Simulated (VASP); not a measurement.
Input of a VASP 6.6.1 run:

INCAR

```
  PREC = Accurate
  ENCUT = 520
  EDIFF = 1E-7
  ISMEAR = -1
  SIGMA = 0.05
  LREAL = F
  LASPH = T
  NELM = 150
  ALGO = Normal
  ISIF = 2
  LWAVE = F
  LCHARG = F
  ISPIN = 2
  MAGMOM = 1 1
  LORBIT = 11
  LMAXMIX = 4
  GGA = PE
  NBANDS = 24
```

Contents of KPOINTS:

```
Automatic mesh
0
Gamma
  10 10 10
```

Contents of POSCAR:

```
Nb
1.0
    0.0000000000      3.0308784436      3.0308784436
    3.0308784436      0.0000000000      3.0308784436
    3.0308784436      3.0308784436      0.0000000000
Nb
2
Direct
    0.1250000000      0.1250000000      0.1250000000
    0.8750000000      0.8750000000      0.8750000000
```

Potentials or basis: VASP PAW PBE potentials, release 64 (Nb_sv).

The run is started by

```bash
$ cat potpaw_PBE.64/Nb_sv/POTCAR > POTCAR
$ mpirun -np 1 vasp_std > vasp.out
```

**Question.** Predict the pressure.

**Answer.** -4.4 GPa.

**Question.** Estimate the net moment.

**Answer.** 0.00 μB per cell.

Caveat: the cell stands under tension.
